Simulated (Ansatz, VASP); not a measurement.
## Two plane-wave programs on CdSe

Contents of POSCAR:

```
CdSe
1.0
    0.0000000000      2.5478982465      2.5478982465
    2.5478982465      0.0000000000      2.5478982465
    2.5478982465      2.5478982465      0.0000000000
Cd Se
1 1
Direct
    0.0000000000      0.0000000000      0.0000000000
    0.5000000000      0.5000000000      0.5000000000
```

INCAR.step1

```
PREC     = Accurate       # precision mode
ENCUT    = 520            # plane-wave cutoff, eV
ISMEAR   = -1             # smearing method
SIGMA    = 0.05           # smearing width, eV
LREAL    = F              # projectors in reciprocal space
LASPH    = T              # aspherical terms in the spheres
NELM     = 100            # most SCF steps
NBANDS   = 16             # bands
GGA      = PE             # functional
ALGO     = Normal         # electronic algorithm
EDIFF    = 1E-4           # SCF threshold, eV
LWAVE    = T              # write WAVECAR
LCHARG   = F              # write CHGCAR
```

Contents of INCAR.step2:

```
PREC     = Accurate       # precision mode
ENCUT    = 520            # plane-wave cutoff, eV
EDIFF    = 1E-6           # SCF threshold, eV
ISMEAR   = -1             # smearing method
SIGMA    = 0.05           # smearing width, eV
LREAL    = F              # projectors in reciprocal space
LASPH    = T              # aspherical terms in the spheres
NELM     = 100            # most SCF steps
ALGO     = Normal         # electronic algorithm
ISIF     = 2              # what is computed and relaxed
LWAVE    = F              # write WAVECAR
LCHARG   = F              # write CHGCAR
METAGGA  = R2SCAN         # meta-GGA
LMIXTAU  = T            
NBANDS   = 16             # bands
ISTART   = 1
```

File KPOINTS:

```
regular mesh
0
Gamma
  12 12 12
```

Input for Ansatz:

```yaml
crystal:
  lattice:
    - [0.0, 2.5478982465, 2.5478982465]
    - [2.5478982465, 0.0, 2.5478982465]
    - [2.5478982465, 2.5478982465, 0.0]
  atoms:
    - { symbol: Cd, position: [0.0, 0.0, 0.0] }
    - { symbol: Se, position: [0.5, 0.5, 0.5] }
kpoints:
  mp_grid: { grid: [12, 12, 12] }
scf:
  occupations: { method: fermi_dirac, width: 0.05 }
hamiltonian:
  xc: r2scan
  pseudopotentials: { kind: paw, level: accurate }
output:
  forces: true
  stress: true
  eigenvalues: true
```

Alike in both runs: task single point; functional r2SCAN; k mesh 12 × 12 × 12; occupations fermi-dirac, width 0.05 eV; no spin polarisation.

|  | VASP | Ansatz |
| --- | --- | --- |
| version | VASP 6.6.1 | Ansatz 0.2.0 |
| potentials or method | VASP PAW PBE potentials, release 64 (Cd, Se) | PAW with other files of Ansatz's library (level accurate), scalar-relativistic |
| plane-wave cutoff (eV) | 520 | 620 |
| valence electrons in the cell | 18 | 36 |

```tsv
	VASP	Ansatz	Ansatz less VASP
pressure (GPa)	51.3	49.4	-1.83
```

VASP's potentials were made for PBE, not for r2SCAN. Both programs put the cell under a high pressure, so it lies far from rest at this level. VASP's potentials hold 18 valence electrons a cell and Ansatz's 36, so a difference there can come from the potentials and not from the codes.
